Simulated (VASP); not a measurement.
Here is a VASP 6.6.1 calculation.

Contents of INCAR:

```
SYSTEM = BaTiO3
  ALGO = Normal
  EDIFF = 1E-6
  ENCUT = 520
  GGA = PE
  ISIF = 2
  ISMEAR = -1
  LASPH = .TRUE.
  LCHARG = .FALSE.
  LREAL = .FALSE.
  LWAVE = .FALSE.
  NBANDS = 28
  NELM = 80
  PREC = Accurate
  SIGMA = 0.05
```

Contents of KPOINTS:

```
k-points
0
G
  5 5 5
  0 0 0
```

File POSCAR:

```
BaTiO3
1.0
    3.9998000000      0.0399980000      0.0000000000
    0.0399980000      3.9998000000      0.0000000000
    0.0000000000      0.0000000000      4.0180000000
Ba Ti O
1 1 3
Direct
    0.0000000000      0.0000000000      0.0000000000
    0.5000000000      0.5000000000      0.4900000000
    0.0000000000      0.5000000000      0.5170000000
    0.5000000000      0.0000000000      0.5170000000
    0.5000000000      0.5000000000      0.0190000000
```

Potentials or basis: VASP PAW PBE potentials, release 64 (Ba_sv, Ti_sv, O).

The run is started by

```sh
$ cat potpaw_PBE.64/Ba_sv/POTCAR potpaw_PBE.64/Ti_sv/POTCAR potpaw_PBE.64/O/POTCAR > POTCAR
$ mpirun -np 1 vasp_std > vasp.out
```

Q: What does it give for the largest force?

A: 0.280 eV/Å.

Q: Predict the pressure.

A: 4.3 GPa.

Q: What does it give for the band gap on the k mesh?

A: 1.92 eV, indirect (least direct gap 1.99 eV).

Stress tensor (GPa, compression positive):
```
 3.95 -2.51  0.00
-2.51  3.95  0.00
 0.00  0.00  4.87
```

Caveat: spin-orbit coupling is left out, which moves the levels of the heavy elements. A k mesh can miss the band edges.
